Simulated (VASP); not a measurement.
Crystal: GaF.

```
Ga F
1.0
     3.16592    0.00000    0.00000
     0.00000    3.16592    0.00000
     0.00000    0.00000    3.16592
Ga F
1 1
Direct
  0.00000 0.00000 0.00000
  0.50000 0.50000 0.50000
```

- Program: VASP 6.6.1
- Task: relaxation of cell and atoms
- Functional: PBEsol-based global hybrid with 25 % exact exchange
- Potentials or basis: VASP PAW PBE potentials, release 64 (Ga_d, F)
- Cutoff: 600 eV
- k mesh: 4 × 4 × 4
- Occupations: fermi-dirac, width 0.05 eV
- Spin: no spin polarisation

At the start: pressure -2.9 GPa; volume 15.87 Å³/atom.

**Question.** How do energy, volume and symmetry change on relaxing?

**Answer.** Over 3 steps the energy falls by 9.0 meV/atom and the volume is 14.98 Å³/atom (-5.6 %); space group Pm-3m (No. 221, to 0.1 Å) before and after.

Step by step:
| step | energy change (eV) | largest force (eV/Å) | pressure (GPa) | volume (Å³) |
| --- | --- | --- | --- | --- |
| 1 | 0.0000 | 0.0000 | -2.91 | 31.73 |
| 2 | -0.0163 | 0.0000 | -0.96 | 30.43 |
| 3 | -0.0179 | 0.0000 | -0.11 | 29.95 |

Final structure:
```yaml
crystal:
  lattice:
    - [3.10557, 0.00000, 0.00000]
    - [0.00000, 3.10557, 0.00000]
    - [0.00000, 0.00000, 3.10557]
  atoms:
    - { symbol: Ga, position: [0.00000, 0.00000, 0.00000] }
    - { symbol: F, position: [0.50000, 0.50000, 0.50000] }
```

Caveat: the k points lie up to 0.51 Å⁻¹ apart in the final cell; the PAW data sets were made with another functional, which shifts forces and pressure a little.
